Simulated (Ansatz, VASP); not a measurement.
**Two plane-wave programs on Ru**

```
Ru
1.0
    -1.53091    1.53091    1.53091
     1.53091   -1.53091    1.53091
     1.53091    1.53091   -1.53091
Ru
1
Direct
  0.00000 0.00000 0.00000
```

Alike in both runs: task single point; functional PBE; k mesh 8 × 8 × 8; collinear spin.

```csv
,VASP,Ansatz
version,VASP 6.6.1,Ansatz 0.2 development build
potentials or method,"VASP PAW PBE potentials, release 64 (Ru_pv)",scalar-relativistic
plane-wave cutoff (eV),500,1143
occupations,"fermi-dirac, width 0.1 eV",fermi-dirac
```

|  | VASP | Ansatz | Ansatz less VASP |
| --- | --- | --- | --- |
| net moment per atom (μB) | 0.00 | 0.00 | 0.000 |

The k mesh is coarse, so the values compare programs but aren't converged.
